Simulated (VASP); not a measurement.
# Cu: single point with PBE0

Cu:

```
Cu
1.0
     2.48237    0.00000    0.00000
    -1.24118    2.14979    0.00000
     0.00000    0.00000    4.02862
Cu
2
Direct
  0.66667 0.33333 0.75000
  0.33333 0.66667 0.25000
```

This isn't the form of Cu at room conditions, which is fcc.

```yaml
Program: VASP 6.6.1
Task: single point
Functional: PBE0
Potentials_or_basis: VASP PAW PBE potentials, release 64 (Cu)
Cutoff: 520 eV
k_mesh: 8 × 8 × 4
Occupations: fermi-dirac, width 0.05 eV
Spin: no spin polarisation
```

| Quantity | Value |
| --- | --- |
| Pressure | 18.6 GPa |
| Band gap on the k mesh | zero (bands 11 and 12 overlap by 7.97 eV) |

Stress tensor (GPa, compression positive):
```
19.30  0.00  0.00
 0.00 19.30  0.00
 0.00  0.00 17.14
```

Levels at points of the mesh, in eV from the Fermi level:
| k point | band 7 | band 8 | band 9 | band 10 | band 11 | band 12 | band 13 | band 14 | band 15 | band 16 |
| --- | --- | --- | --- | --- | --- | --- | --- | --- | --- | --- |
| (0.00, 0.00, 0.00) | -4.47 | -4.16 | -4.16 | -3.09 | -3.09 | -1.03 | 5.94 | 24.06 | 25.64 | 25.64 |
| (0.50, 0.00, 0.00) | -4.35 | -3.00 | -2.97 | -2.87 | 0.28 | 2.78 | 10.08 | 10.74 | 13.22 | 14.25 |
| (0.00, 0.00, 0.50) | -4.79 | -4.79 | -3.45 | -3.45 | -3.45 | -3.45 | 15.59 | 15.59 | 24.84 | 24.84 |
| (0.50, 0.00, 0.50) | -3.24 | -3.24 | -2.90 | -2.90 | 1.26 | 1.26 | 7.01 | 7.01 | 19.33 | 19.33 |

Run time: 2.2 h on 1 thread of Oxide Virtual Turin-like Processor, with other jobs on the host, peak memory 0.11 GiB.

Caveat: the k points lie up to 0.39 Å⁻¹ apart, too coarse for converged energies and pressures of a metal; the PAW data sets were made with another functional, which shifts forces and pressure a little.
